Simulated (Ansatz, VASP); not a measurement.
**Cd3O2 in VASP and in Ansatz**

```
Cd O
1.0
     4.40332    0.00000    0.00000
     0.00000    4.40332    0.00000
     0.00000    0.00000    5.71490
Cd O
3 2
Direct
  0.50000 0.00000 0.98751
  0.00000 0.50000 0.98751
  0.00000 0.00000 0.43863
  0.00000 0.00000 0.82929
  0.50000 0.50000 0.02707
```

Change from the starting cell: species swapped into the Cu3Te2 type (P4mm, No. 99).

Alike in both runs: functional PBE; k mesh 4 × 4 × 3; occupations gaussian, width 0.2 eV; no spin polarisation.

Ansatz relaxed the structure, and its values are those at the end. VASP's run is a single point on that final structure, the one shown.

|  | VASP | Ansatz |
| --- | --- | --- |
| version | VASP 6.6.1 | Ansatz 0.2.0 |
| potentials or method | VASP PAW PBE potentials, release 64 (Cd_sv_GW, O), cutoff 700 eV | scalar-relativistic, plane waves, PAW |
| valence electrons in the cell | 72 | 72 |

|  | VASP | Ansatz | Ansatz less VASP |
| --- | --- | --- | --- |
| gap on the k mesh at the Fermi level (eV) | 0.35 | 0.34 | -0.002 |
| least direct gap on the mesh (eV) | 0.84 | 0.83 | -0.002 |
| pressure (GPa) | -0.2 | -0.1 | +0.07 |
| rms of the force components (eV/Å) | 0.005 | 0.004 | -0.0008 |
